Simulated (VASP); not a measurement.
Here is a VASP 6.6.1 calculation.

The input INCAR:

```
ALGO = Fast ; EDIFF = 1E-7
ENCUT = 520 ; GGA = PS
ISIF = 2 ; ISMEAR = 0
LASPH = True ; LCHARG = False
LREAL = False ; LWAVE = False
NBANDS = 13 ; NELM = 80
PREC = Accurate ; SIGMA = 0.15
```

Contents of KPOINTS:

```
k-points
0
Gamma
  18 18 18
```

File POSCAR:

```
Sn
1.0
   -1.9514913738      1.9514913738      1.9230715965
    1.9514913738     -1.9514913738      1.9230715965
    1.9514913738      1.9514913738     -1.9230715965
Sn
1
Direct
    0.0000000000      0.0000000000      0.0000000000
```

Potentials or basis: VASP PAW PBE potentials, release 64 (Sn_d).

Launch:

```console
$ cat potpaw_PBE.64/Sn_d/POTCAR > POTCAR
$ mpirun -np 1 vasp_std > vasp.out
```

Problem. What does it give for the band gap on the k mesh?

Solution. Zero (band 7 reaches 14.31 eV, above the bottom of band 8 at 4.84 eV).

Problem. Predict the pressure.

Solution. -4.8 GPa.

Stress tensor (GPa, compression positive):
```
-4.71  0.00  0.00
 0.00 -4.71  0.00
 0.00  0.00 -5.12
```

Caveat: the cell differs from its parent crystal (strain +0.030 along x and y, +0.015 along z); the PAW data sets were made with another functional, which shifts forces and pressure a little; spin-orbit coupling is left out, which moves the levels of the heavy elements.
